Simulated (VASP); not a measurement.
# In (I4/mmm) in VASP: electric field gradients with LDA

Aim: the electric field gradients of In with LDA.

Program: VASP 6.6.1. These are calculated values, not measurements. Logs are shortened: lines on timing, memory, paths and dates and some standing lists are left out, and cuts for length are marked.

### 1 The cell of the first run

It takes space group I4/mmm (No. 139, tetragonal). The conventional cell has a = 3.186 Å, b = 3.186 Å, c = 4.848 Å, α = 90.00°, β = 90.00°, γ = 90.00°. Within 4.2 Å of In (site symmetry 4/mmm) lie 12 In at 3.19 to 3.31 Å.

### 2 Electric field gradients, LDA (24.61 Å³/atom)

File INCAR:

```
SYSTEM = In
  PREC = Accurate
  ENCUT = 520
  EDIFF = 1E-8
  ISMEAR = -1
  SIGMA = 0.05
  LREAL = .False.
  LASPH = .True.
  NELM = 80
  ALGO = Normal
  ISIF = 2
  LWAVE = .False.
  LCHARG = .False.
  GGA = CA
  LEFG = .True.
  ISYM = 0
  NBANDS = 12
```

File KPOINTS:

```
regular mesh
0
Gamma
  12 12 14
  0 0 0
```

File POSCAR:

```
In
1.0
   -1.5932363393      1.5932363393      2.4238766667
    1.5932363393     -1.5932363393      2.4238766667
    1.5932363393      1.5932363393     -2.4238766667
In
1
Direct
    0.0000000000      0.0000000000      0.0000000000
```

Potentials or basis: VASP PAW LDA potentials, release 64 (In_d).

Launch:

```sh
$ cat potpaw_LDA.64/In_d/POTCAR > POTCAR
$ mpirun -np 1 vasp_std > vasp.out
```

OUTCAR:

```text
SYSTEM = In
   PREC = Accurate
   ENCUT = 520
   EDIFF = 1E-8
   ISMEAR = -1
   LREAL = .False.
   LASPH = .True.
   NELM = 80
   ISIF = 2
   GGA = CA
   ISYM = 0

 ion  position               nearest neighbor table
   1  0.000  0.000  0.000-

IMPORTANT INFORMATION: All symmetrisations will be switched off!
NOSYMM: (Re-)initialisation of all symmetry stuff for point group C_1.

----------------------------------------------------------------------------------------

                                     Primitive cell

  volume of cell :      24.6111

  direct lattice vectors                    reciprocal lattice vectors
    -1.593236339  1.593236339  2.423876667     0.000000000  0.313826636  0.206281123
     1.593236339 -1.593236339  2.423876667     0.313826636  0.000000000  0.206281123
     1.593236339  1.593236339 -2.423876667     0.313826636  0.313826636  0.000000000

  length of vectors
     3.309377911  3.309377911  3.309377911     0.375551673  0.375551673  0.443817884

  position of ions in fractional coordinates (direct lattice)
     0.000000000  0.000000000  0.000000000

  ion indices of the primitive-cell ions
   primitive index   ion index
                 1           1

----------------------------------------------------------------------------------------

 KPOINTS: regular mesh

Automatic generation of k-mesh.
 Grid dimensions read from file:
 generate k-points for:   12   12   14

 Generating k-lattice:

  Cartesian coordinates                     Fractional coordinates (reciprocal lattice)
     0.000000000  0.026152220  0.017190094     0.083333333  0.000000000  0.000000000
     0.026152220  0.000000000  0.017190094     0.000000000  0.083333333  0.000000000
     0.022416188  0.022416188  0.000000000     0.000000000  0.000000000  0.071428571

  Length of vectors
     0.031295973  0.031295973  0.031701277

  Shift w.r.t. Gamma in fractional coordinates (k-lattice)
     0.000000000  0.000000000  0.000000000

 -----------------------------------------------------------------------------
|                                                                             |
|           W    W    AA    RRRRR   N    N  II  N    N   GGGG   !!!           |
[... 113 lines left out ...]
  free energy    TOTEN  =        -3.21724643 eV

  energy without entropy =       -3.21339239  energy(sigma->0) =       -3.21531941

 E-fermi :   7.9234     XC(G=0): -10.8207

 val. band max:        7.9183468312   @ k =   0.3333   0.0833   0.0000
 cond. band min:       7.9332908131   @ k =  -0.4167   0.3333   0.2143
 fundamental gap:      0.0149439819
 Fermi energy:         7.9233946754

 k-point     1 :       0.0000    0.0000    0.0000
  band No.  band energies     occupation
      1      -6.7708      2.00000
      2      -6.6461      2.00000
      3      -6.6449      2.00000
      4      -6.5456      2.00000
      5      -6.4239      2.00000
      6      -2.0636      2.00000
      7      18.9135      0.00000
      8      18.9150      0.00000
      9      19.1040      0.00000
     10      19.7420      0.00000
     11      22.4932      0.00000
     12      22.5916      0.00000
[... 331 lines left out ...]
 k-point    24 :       0.3333    0.1667    0.0000
  band No.  band energies     occupation
      1      -6.7103      2.00000
      2      -6.6648      2.00000
      3      -6.5910      2.00000
      4      -6.4015      2.00000
      5      -6.3756      2.00000
      6       2.0089      2.00000
      7       7.6194      1.99543
      8      12.7536      0.00000
      9      15.5702      0.00000
     10      18.3978      0.00000
     11      21.6961      0.00000
     12      23.5525      0.00000

 [... further k-points ...]

------------------------ aborting loop because EDIFF is reached ----------------------------------------

  FORCE on cell =-STRESS in cart. coord.  units (eV):
  Direction    XX          YY          ZZ          XY          YZ          ZX
  --------------------------------------------------------------------------------------
  -------------------------------------------------------------------------------------
  Total       -0.0149466     -0.0149447      0.0692916     -0.0497996      0.0328474      0.0328480
  in kB       -0.9730237     -0.9729000      4.5108666     -3.2419411      2.1383581      2.1384014
  external PRESSURE =       0.8549810 kB  Pullay stress =       0.0000000 kB

 VOLUME and BASIS-vectors are now :
 -----------------------------------------------------------------------------
  energy-cutoff  :      520.00
  volume of cell :       24.61
      direct lattice vectors                 reciprocal lattice vectors
    -1.593236339  1.593236339  2.423876667     0.000000000  0.313826636  0.206281123
     1.593236339 -1.593236339  2.423876667     0.313826636  0.000000000  0.206281123
     1.593236339  1.593236339 -2.423876667     0.313826636  0.313826636  0.000000000

 POSITION                                       TOTAL-FORCE (eV/Angst)
 -----------------------------------------------------------------------------------
      0.00000      0.00000      0.00000        -0.000000     -0.000000     -0.000000
 -----------------------------------------------------------------------------------
    total drift:                               -0.000000     -0.000000     -0.000000

  FREE ENERGIE OF THE ION-ELECTRON SYSTEM (eV)
  ---------------------------------------------------
  free  energy   TOTEN  =        -3.2172464287 eV

  energy  without entropy=       -3.2133923938  energy(sigma->0) =       -3.21531941

 Electric field gradients (V/A^2)
---------------------------------------------------------------------
 ion       V_xx      V_yy      V_zz      V_xy      V_xz      V_yz
---------------------------------------------------------------------
   1     -10.126   -10.126    20.253     3.112    -1.828    -1.828
---------------------------------------------------------------------

 Electric field gradients after diagonalization (V/A^2)
 (convention: |V_zz| > |V_xx| > |V_yy|)
----------------------------------------------------------------------
 ion       V_xx      V_yy      V_zz     asymmetry (V_yy - V_xx)/ V_zz
----------------------------------------------------------------------
   1     -13.238    -7.258    20.496       0.292
----------------------------------------------------------------------

           NMR quadrupolar parameters

 Cq : quadrupolar parameter    Cq=e*Q*V_zz/h
 eta: asymmetry parameters     (V_yy - V_xx)/ V_zz
 Q  : nuclear electric quadrupole moment in mb (millibarn)
----------------------------------------------------------------------
 ion       Cq(MHz)       eta       Q (mb)
----------------------------------------------------------------------
   1       0.050       0.292       1.000
----------------------------------------------------------------------
```

It took 7.6 min on 1 thread of AMD EPYC 7R13, shared host; peak memory 0.38 GiB.

Results:

- Free energy: -3.2172 eV
- Pressure: 0.1 GPa
- Band gap on the k mesh: zero (an odd number of electrons rules out a gap without spin polarisation)
- Largest electric field gradient by atom: In +20.5 V/Å²

Electric field gradients, principal values (V/Å²):
| atom | least | middle | greatest (by size) |
| --- | --- | --- | --- |
| 1 In | -7.258 | -13.238 | 20.496 |

Caveat: without QUAD_EFG the Cq values of the log hold for a quadrupole moment of 1 mb, not for the nuclei; spin-orbit coupling is left out, which moves the levels of the heavy elements.
